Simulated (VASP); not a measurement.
# Ni3Ge (Pm-3m) in VASP: further runs

Runs on Ni3Ge. Level: PBEsol. Tasks: single point.

Program: VASP 6.6.1. These are calculated values, not measurements. Logs are shortened: lines on timing, memory, paths and dates and some standing lists are left out, and cuts for length are marked.

## Step 1: The cell of the first run

Symmetry: Pm-3m, No. 221, cubic system. Conventional cell: a = 3.483 Å, b = 3.483 Å, c = 3.483 Å, α = 90.00°, β = 90.00°, γ = 90.00°. Within 3.3 Å of Ge (site symmetry m-3m) lie 12 Ni at 2.46 Å. Ni (site symmetry 4/mmm) has 4 Ge at 2.46 Å and 8 Ni at 2.46 Å within 3.3 Å.

## Step 2: Single point, PBEsol, collinear spin, ferromagnetic start

INCAR

```
PREC = Accurate
ENCUT = 520
EDIFF = 1E-6
ISMEAR = -1
SIGMA = 0.05
LREAL = False
LASPH = True
NELM = 150
ALGO = Normal
ISIF = 2
LWAVE = False
LCHARG = False
ISPIN = 2
MAGMOM = 0 1 1 1
LORBIT = 11
LMAXMIX = 4
GGA = PS
NBANDS = 34
```

KPOINTS

```
regular mesh
0
Gamma
  8 8 8
```

POSCAR

```
Ni3Ge
1.0
    3.4826210401      0.0000000000      0.0000000000
    0.0000000000      3.4826210401      0.0000000000
    0.0000000000      0.0000000000      3.4826210401
Ge Ni
1 3
Direct
    0.0000000000      0.0000000000      0.0000000000
    0.5000000000      0.5000000000      0.0000000000
    0.0000000000      0.5000000000      0.5000000000
    0.5000000000      0.0000000000      0.5000000000
```

Potentials or basis: VASP PAW PBE potentials, release 64 (Ge_d, Ni).

The run is started by

```sh
> cat potpaw_PBE.64/Ge_d/POTCAR potpaw_PBE.64/Ni/POTCAR > POTCAR
> mpirun -np 1 vasp_std > vasp.out
```

OUTCAR:

```text
PREC = Accurate
   ENCUT = 520
   EDIFF = 1E-6
   ISMEAR = -1
   LREAL = False
   LASPH = True
   NELM = 150
   ISIF = 2
   ISPIN = 2
   LORBIT = 11
   GGA = PS

 ion  position               nearest neighbor table
   1  0.000  0.000  0.000-   2 2.46   3 2.46   4 2.46   3 2.46   4 2.46   2 2.46   3 2.46   3 2.46
                             2 2.46   4 2.46   4 2.46   2 2.46
   2  0.500  0.500  0.000-   1 2.46   3 2.46   4 2.46   3 2.46   4 2.46   1 2.46   4 2.46   4 2.46
                             1 2.46   3 2.46   3 2.46   1 2.46
   3  0.000  0.500  0.500-   1 2.46   2 2.46   4 2.46   1 2.46   2 2.46   1 2.46   4 2.46   1 2.46
                             2 2.46   4 2.46   2 2.46   4 2.46
   4  0.500  0.000  0.500-   1 2.46   2 2.46   3 2.46   1 2.46   2 2.46   2 2.46   3 2.46   2 2.46
                             1 2.46   3 2.46   1 2.46   3 2.46

  LATTYP: Found a simple cubic cell.
 ALAT       =     3.4826210401

  Lattice vectors:

 A1 = (   3.4826210401,   0.0000000000,   0.0000000000)
 A2 = (   0.0000000000,   3.4826210401,   0.0000000000)
 A3 = (   0.0000000000,   0.0000000000,   3.4826210401)

Analysis of symmetry for initial positions (statically):
=====================================================================
 Subroutine PRICEL returns:
 Original cell was already a primitive cell.

 Routine SETGRP: Setting up the symmetry group for a
 simple cubic supercell.

 Subroutine GETGRP returns: Found 48 space group operations
 (whereof 48 operations were pure point group operations)
 out of a pool of 48 trial point group operations.

The static configuration has the point symmetry O_h .

Analysis of symmetry for dynamics (positions and initial velocities):
=====================================================================
 Subroutine PRICEL returns:
 Original cell was already a primitive cell.

 Routine SETGRP: Setting up the symmetry group for a
 simple cubic supercell.

 Subroutine GETGRP returns: Found 48 space group operations
 (whereof 48 operations were pure point group operations)
 out of a pool of 48 trial point group operations.

The dynamic configuration has the point symmetry O_h .

Analysis of structural, dynamic, and magnetic symmetry:
=====================================================================
 Subroutine PRICEL returns:
 Original cell was already a primitive cell.

 Routine SETGRP: Setting up the symmetry group for a
 simple cubic supercell.

 Subroutine GETGRP returns: Found 48 space group operations
 (whereof 48 operations were pure point group operations)
 out of a pool of 48 trial point group operations.

The overall configuration has the point symmetry O_h .

 Subroutine INISYM returns: Found 48 space group operations
 (whereof 48 operations are pure point group operations),
 and found     1 'primitive' translations

----------------------------------------------------------------------------------------

                                     Primitive cell

  volume of cell :      42.2395

  direct lattice vectors                    reciprocal lattice vectors
     3.482621040  0.000000000  0.000000000     0.287140056  0.000000000  0.000000000
     0.000000000  3.482621040  0.000000000     0.000000000  0.287140056  0.000000000
     0.000000000  0.000000000  3.482621040     0.000000000  0.000000000  0.287140056

  length of vectors
     3.482621040  3.482621040  3.482621040     0.287140056  0.287140056  0.287140056

  position of ions in fractional coordinates (direct lattice)
     0.000000000  0.000000000  0.000000000
     0.500000000  0.500000000  0.000000000
     0.000000000  0.500000000  0.500000000
     0.500000000  0.000000000  0.500000000

  ion indices of the primitive-cell ions
   primitive index   ion index
                 1           1
                 2           2
                 3           3
                 4           4

----------------------------------------------------------------------------------------

 KPOINTS: regular mesh

Automatic generation of k-mesh.
 Grid dimensions read from file:
 generate k-points for:    8    8    8

 Generating k-lattice:

  Cartesian coordinates                     Fractional coordinates (reciprocal lattice)
     0.035892507  0.000000000  0.000000000     0.125000000  0.000000000  0.000000000
     0.000000000  0.035892507  0.000000000     0.000000000  0.125000000  0.000000000
     0.000000000  0.000000000  0.035892507     0.000000000  0.000000000  0.125000000

  Length of vectors
     0.035892507  0.035892507  0.035892507

  Shift w.r.t. Gamma in fractional coordinates (k-lattice)
     0.000000000  0.000000000  0.000000000

 Subroutine IBZKPT returns following result:
 ===========================================

 Found     35 irreducible k-points:

 Following reciprocal coordinates:
            Coordinates               Weight
  0.000000  0.000000  0.000000      1.000000
  0.125000  0.000000  0.000000      6.000000
  0.250000  0.000000  0.000000      6.000000
  0.375000  0.000000  0.000000      6.000000
  0.500000  0.000000  0.000000      3.000000
  0.125000  0.125000  0.000000     12.000000
[... 16 lines left out ...]
  0.375000  0.375000  0.125000     24.000000
  0.500000  0.375000  0.125000     24.000000
 [... further k-points ...]
   k-points           NKPTS =     35   k-points in BZ     NKDIM =     35   number of bands    NBANDS=     34
   number of dos      NEDOS =    301   number of ions     NIONS =      4
   total plane-waves  NPLWV =  21952
   dimension x,y,z NGX =    28 NGY =   28 NGZ =   28
   dimension x,y,z NGXF=    56 NGYF=   56 NGZF=   56
   ions per type =               1   3
   NGX,Y,Z   is equivalent  to a cutoff of  13.37, 13.37, 13.37 a.u.
   NGXF,Y,Z  is equivalent  to a cutoff of  26.73, 26.73, 26.73 a.u.
 SYSTEM =  unknown system
   PREC   = accura    normal or accurate (medium, high low for compatibility)
   ISTART =      0    job   : 0-new  1-cont  2-samecut
   ICHARG =      2    charge: 1-file 2-atom 10-const
   ISPIN  =      2    spin polarized calculation?
   LNONCOLLINEAR =      F non collinear calculations
   LSORBIT =      F    spin-orbit coupling
   LASPH  =      T    aspherical Exc in radial PAW
   ENCUT  =  520.0 eV  38.22 Ry    6.18 a.u.   6.48  6.48  6.48*2*pi/ulx,y,z
   NELM   =    150;   NELMIN=  2; NELMDL= -5     # of ELM steps
   EDIFF  = 0.1E-05   stopping-criterion for ELM
   LREAL  =      F    real-space projection
   EDIFFG = 0.1E-04   stopping-criterion for IOM
   NSW    =      0    number of steps for IOM
   IBRION =     -1    ionic relax: 0-MD 1-quasi-New 2-CG
   NFREE  =      0    steps in history (QN), initial steepest desc. (CG)
   ISIF   =      2    stress and relaxation
   ISYM   =      2    0-nonsym 1-usesym 2-fastsym
   POTIM  = 0.5000    time-step for ionic-motion
   TEBEG  =    0.0;   TEEND  =   0.0 temperature during run
   PSTRESS=    0.0 pullay stress
   NELECT =      44.0000    total number of electrons
   NUPDOWN=      -1.0000    fix difference up-down
   EMIN   =  10.00;   EMAX   =-10.00  energy-range for DOS
   EFERMI =   0.00;   METHOD = LEGACY
   ISMEAR =    -1;   SIGMA  =   0.05  broadening in eV -4-tet -1-fermi 0-gaus
   EFERMI_NEDOS =   21; number of points for ismear=-14 and -15
   IALGO  =     38    algorithm
   IMIX   =      4    mixing-type and parameters
     AMIX     =   0.40;   BMIX     =  1.00
     AMIX_MAG =   1.60;   BMIX_MAG =  1.00
  volume/ion in A,a.u.               =      10.56        71.26
  Fermi-wavevector in a.u.,A,eV,Ry     =   1.659534  3.136065 37.471170  2.754053
  Thomas-Fermi vector in A             =   2.746926
   LORBIT       =     11    0 simple, 1 ext, 2 COOP (PROOUT), +10 PAW based schemes
   GGA     = PS    functional components
   LHFCALC =     F    Hartree Fock is set to
   AEXX    =    0.0000 exact exchange contribution
   IVDW    =     0    specifies the selected vdW correction
   LEPSILON=     F    determine dielectric tensor
   LRPA    =     F    only Hartree local field effects (RPA)
 spin polarized calculation
  energy-cutoff  :      520.00
  volume of cell :       42.24
 maximum number of plane-waves:      1157
 NGX is ok and might be reduce to    28
   NGX = 13   NGY = 13   NGZ = 13

 number of electron      43.9999962 magnetization      -0.0097975

 number of electron      43.9999962 magnetization       0.0015234

 Free energy of the ion-electron system (eV)
  ---------------------------------------------------
  ext. energy  EPLUGINS =         0.00000000
  ---------------------------------------------------
  free energy    TOTEN  =       -24.70359988 eV

  energy without entropy =      -24.68621648  energy(sigma->0) =      -24.69490818

 E-fermi :  10.8140     XC(G=0): -13.8961

 val. band max:       10.7492949243   @ k =   0.1250   0.1250   0.0000
 cond. band min:      10.8250658044   @ k =   0.5000   0.3750   0.3750
 fundamental gap:      0.0757708801
 Fermi energy:        10.8139779989

 spin component 1

 k-point     1 :       0.0000    0.0000    0.0000
  band No.  band energies     occupation
      1     -13.8048      1.00000
      2     -13.8048      1.00000
      3     -13.7873      1.00000
      4     -13.7873      1.00000
      5     -13.7873      1.00000
      6      -2.0924      1.00000
[... 26 lines left out ...]
     33      24.6267      0.00000
     34      27.5588      0.00000

 k-point     2 :       0.1250    0.0000    0.0000
  band No.  band energies     occupation
      1     -13.8040      1.00000
      2     -13.8002      1.00000
      3     -13.7873      1.00000
      4     -13.7873      1.00000
      5     -13.7871      1.00000
      6      -1.9091      1.00000
[... 26 lines left out ...]
     33      24.0777      0.00000
     34      27.5679      0.00000
[... 775 lines left out ...]
     33      25.9918      0.00000
     34      27.3280      0.00000

 k-point    24 :       0.5000    0.3750    0.1250
  band No.  band energies     occupation
      1     -13.8003      1.00000
      2     -13.7892      1.00000
      3     -13.7887      1.00000
      4     -13.7826      1.00000
      5     -13.7591      1.00000
      6       1.0382      1.00000
[... 26 lines left out ...]
     33      26.3875      0.00000
     34      28.5975      0.00000

 [... further k-points ...]

 spin component 2

 k-point     1 :       0.0000    0.0000    0.0000
  band No.  band energies     occupation
      1     -13.8048      1.00000
      2     -13.8048      1.00000
      3     -13.7873      1.00000
      4     -13.7873      1.00000
      5     -13.7873      1.00000
      6      -2.0925      1.00000
[... 26 lines left out ...]
     33      24.6266      0.00000
     34      27.5588      0.00000

 k-point     2 :       0.1250    0.0000    0.0000
  band No.  band energies     occupation
      1     -13.8040      1.00000
      2     -13.8002      1.00000
      3     -13.7873      1.00000
      4     -13.7873      1.00000
      5     -13.7871      1.00000
      6      -1.9093      1.00000
[... 26 lines left out ...]
     33      24.0777      0.00000
     34      27.5680      0.00000
[... 775 lines left out ...]
     33      25.9918      0.00000
     34      27.3280      0.00000

 k-point    24 :       0.5000    0.3750    0.1250
  band No.  band energies     occupation
      1     -13.8002      1.00000
      2     -13.7892      1.00000
      3     -13.7887      1.00000
      4     -13.7826      1.00000
      5     -13.7591      1.00000
      6       1.0381      1.00000
[... 26 lines left out ...]
     33      26.3876      0.00000
     34      28.5975      0.00000

 [... further k-points ...]

------------------------ aborting loop because EDIFF is reached ----------------------------------------

  FORCE on cell =-STRESS in cart. coord.  units (eV):
  Direction    XX          YY          ZZ          XY          YZ          ZX
  --------------------------------------------------------------------------------------
  -------------------------------------------------------------------------------------
  Total        2.3689569      2.3689569      2.3689569     -0.0000000      0.0000000     -0.0000000
  in kB       89.8564153     89.8564153     89.8564153     -0.0000000      0.0000000     -0.0000000
  external PRESSURE =      89.8564153 kB  Pullay stress =       0.0000000 kB

 VOLUME and BASIS-vectors are now :
 -----------------------------------------------------------------------------
  energy-cutoff  :      520.00
  volume of cell :       42.24
      direct lattice vectors                 reciprocal lattice vectors
     3.482621040  0.000000000  0.000000000     0.287140056  0.000000000  0.000000000
     0.000000000  3.482621040  0.000000000     0.000000000  0.287140056  0.000000000
     0.000000000  0.000000000  3.482621040     0.000000000  0.000000000  0.287140056

 POSITION                                       TOTAL-FORCE (eV/Angst)
 -----------------------------------------------------------------------------------
      0.00000      0.00000      0.00000         0.000000      0.000000      0.000000
      1.74131      1.74131      0.00000         0.000000      0.000000      0.000000
      0.00000      1.74131      1.74131         0.000000      0.000000      0.000000
      1.74131      0.00000      1.74131         0.000000      0.000000      0.000000
 -----------------------------------------------------------------------------------
    total drift:                                0.000000      0.000000      0.000000

  FREE ENERGIE OF THE ION-ELECTRON SYSTEM (eV)
  ---------------------------------------------------
  free  energy   TOTEN  =       -24.7035998754 eV

  energy  without entropy=      -24.6862164781  energy(sigma->0) =      -24.69490818

 total charge

# of ion       s       p       d       tot
------------------------------------------
    1        1.089   1.282  10.166  12.538
    2        0.495   0.590   8.456   9.541
    3        0.495   0.590   8.456   9.541
    4        0.495   0.590   8.456   9.541
--------------------------------------------------
tot          2.574   3.053  35.534  41.161

 magnetization (x)

# of ion       s       p       d       tot
------------------------------------------
    1        0.000  -0.000  -0.000  -0.000
    2       -0.000  -0.000   0.000   0.000
    3       -0.000  -0.000   0.000   0.000
    4       -0.000  -0.000   0.000   0.000
--------------------------------------------------
tot         -0.000  -0.000   0.001   0.001
```

Run time: 70 s. Hardware: 1 thread of Intel Xeon Platinum 8488C (Sapphire Rapids), shared host; peak memory 0.21 GiB.

What came out:

```
Free energy                                           : -24.7036 eV
Pressure                                              : 9.0 GPa
Band gap on the k mesh                                : zero (filled and empty bands overlap)
Net moment                                            : 0.00 μB per cell
Valence electrons inside the program's atomic spheres : Ge 12.54; Ni 9.54
```

Levels at points of the mesh, in eV from the Fermi level:
Spin up:
| k point | band 18 | band 19 | band 20 | band 21 | band 22 | band 23 | band 24 | band 25 | band 26 | band 27 |
| --- | --- | --- | --- | --- | --- | --- | --- | --- | --- | --- |
| (0.00, 0.00, 0.00) | -1.04 | -0.62 | -0.62 | -0.31 | 0.03 | 0.03 | 0.03 | 4.33 | 7.13 | 7.13 |
| (0.50, 0.00, 0.00) | -1.38 | -1.33 | -1.21 | -0.57 | 0.03 | 3.77 | 3.77 | 5.00 | 5.91 | 5.91 |
| (0.50, 0.50, 0.00) | -1.49 | -1.27 | -1.18 | -0.99 | -0.99 | 0.67 | 0.67 | 5.97 | 6.70 | 8.89 |
| (0.50, 0.50, 0.50) | -1.42 | -1.24 | -1.24 | -0.62 | -0.22 | -0.22 | -0.22 | 0.84 | 4.43 | 4.43 |
Spin down:
```
           k point  band 20  band 21  band 22  band 23  band 24  band 25
(0.00, 0.00, 0.00)    -0.62    -0.30     0.03     0.03     0.03     4.33
(0.50, 0.00, 0.00)    -1.21    -0.57     0.03     3.77     3.77     5.00
(0.50, 0.50, 0.00)    -1.18    -0.99    -0.99     0.67     0.67     5.97
(0.50, 0.50, 0.50)    -1.24    -0.62    -0.21    -0.21    -0.21     0.84
```

Caveat: the PAW data sets were made with another functional, which shifts forces and pressure a little.

## Step 3: Single point, PBEsol, collinear spin, ferromagnetic start

This run uses another cell than the first one, of 11.00 Å³/atom, 1.042 times its volume.

INCAR

```
SYSTEM = Ni3Ge
PREC     = Accurate       ! precision mode
ENCUT    = 520            ! plane-wave cutoff, eV
EDIFF    = 1E-6           ! SCF threshold, eV
ISMEAR   = -1             ! smearing method
SIGMA    = 0.05           ! smearing width, eV
LREAL    = .False.        ! projectors in reciprocal space
LASPH    = .True.         ! aspherical terms in the spheres
NELM     = 150            ! most SCF steps
ALGO     = Normal         ! electronic algorithm
ISIF     = 2              ! what is computed and relaxed
LWAVE    = .False.        ! write WAVECAR
LCHARG   = .False.        ! write CHGCAR
ISPIN    = 2              ! spin polarisation
MAGMOM   = 0 1 1 1        ! initial moments
LORBIT   = 11             ! projections on sites
LMAXMIX  = 4              ! l up to which the mixer works
GGA      = PS             ! functional
NBANDS   = 34             ! bands
```

KPOINTS

```
regular mesh
0
Gamma
  8 8 8
  0 0 0
```

POSCAR

```
Ni3Ge
1.0
    3.5303341067      0.0000000000      0.0000000000
    0.0000000000      3.5303341067      0.0000000000
    0.0000000000      0.0000000000      3.5303341067
Ge Ni
1 3
Direct
    0.0000000000      0.0000000000      0.0000000000
    0.5000000000      0.5000000000      0.0000000000
    0.0000000000      0.5000000000      0.5000000000
    0.5000000000      0.0000000000      0.5000000000
```

Potentials or basis: VASP PAW PBE potentials, release 64 (Ge_d, Ni).

The run is started by

```sh
> cat potpaw_PBE.64/Ge_d/POTCAR potpaw_PBE.64/Ni/POTCAR > POTCAR
> mpirun -np 1 vasp_std > vasp.out
```

Wall time 69 s (1 thread of Intel Xeon Platinum 8488C (Sapphire Rapids), shared host); peak memory 0.22 GiB.

Results (log left out):

```yaml
Free_energy: -24.7463 eV
Pressure: -0.6 GPa
Band_gap_on_the_k_mesh: zero (filled and empty bands overlap)
Net_moment: 0.00 μB per cell
Valence_electrons_inside_the_program's_atomic_spheres: Ge 12.47; Ni 9.46
```

Levels at points of the mesh, in eV from the Fermi level:
Spin up:
```
           k point  band 19  band 20  band 21  band 22  band 23  band 24  band 25  band 26
(0.00, 0.00, 0.00)    -0.59    -0.59    -0.29     0.02     0.02     0.02     3.96     6.89
(0.50, 0.00, 0.00)    -1.25    -1.14    -0.54     0.02     3.62     3.62     4.67     5.77
(0.50, 0.50, 0.00)    -1.21    -1.11    -0.95    -0.94     0.63     0.63     5.71     6.46
(0.50, 0.50, 0.50)    -1.17    -1.17    -0.53    -0.21    -0.21    -0.21     0.69     4.22
```
Spin down:
```csv
k point,band 18,band 19,band 20,band 21,band 22,band 23,band 24,band 25,band 26,band 27
"(0.00, 0.00, 0.00)",-0.97,-0.59,-0.59,-0.29,0.02,0.02,0.02,3.96,6.89,6.89
"(0.50, 0.00, 0.00)",-1.30,-1.25,-1.14,-0.54,0.03,3.62,3.62,4.67,5.77,5.77
"(0.50, 0.50, 0.00)",-1.41,-1.21,-1.11,-0.95,-0.94,0.63,0.63,5.71,6.46,8.67
"(0.50, 0.50, 0.50)",-1.33,-1.17,-1.17,-0.53,-0.21,-0.21,-0.21,0.69,4.22,4.22
```

Caveat: the PAW data sets were made with another functional, which shifts forces and pressure a little.

[end of part 1 of 2]
